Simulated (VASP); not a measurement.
Wanted: the native input for a VASP 6.6.1 run.

```yaml
Task: single point
Functional: PBE
Potentials_or_basis: VASP PAW PBE potentials, release 64 (Al, N)
Cutoff: 520 eV
k_mesh: 6 × 6 × 6
Occupations: gaussian, width 0.01 eV
Spin: no spin polarisation
Dipole_correction: no
Further_INCAR_settings: ALGO = Normal; EDIFF = 1e-06; NBANDS = 11
```

The structure of AlN lies in POSCAR:

```
AlN
1.0
    0.0000000000      2.0188684521      2.0390571367
    2.0188684521      0.0000000000      2.0390571367
    2.0188684521      2.0188684521      0.0000000000
Al N
1 1
Direct
    0.0000000000      0.0000000000      0.0000000000
    0.5000000000      0.5000000000      0.5000000000
```

This cell differs from its parent crystal: uniaxial z strain +1.0%.

These files were run (other wordings do the same):

INCAR

```
PREC = Accurate ; ENCUT = 520
EDIFF = 1E-6 ; ISMEAR = 0
SIGMA = 0.01 ; LREAL = F
LASPH = T ; NELM = 100
ALGO = Normal ; ISIF = 2
LWAVE = F ; LCHARG = F
GGA = PE ; NBANDS = 11
```

KPOINTS

```
regular mesh
0
Gamma
  6 6 6
```

Potentials or basis: VASP PAW PBE potentials, release 64 (Al, N).

Run with:

```console
$ cat potpaw_PBE.64/Al/POTCAR potpaw_PBE.64/N/POTCAR > POTCAR
$ mpirun -np 1 vasp_std > vasp.out
```

Results of the run:

```
Pressure               : 3.5 GPa
Band gap on the k mesh : 4.47 eV, indirect (least direct gap 5.54 eV)
```

Caveat: the k points lie up to 0.45 Å⁻¹ apart; the cell differs from its parent crystal (uniaxial z strain +1.0%).

Wall time 6.4 s on 1 thread of Intel Xeon 8259CL, with other jobs on the host, peak memory 0.13 GiB.
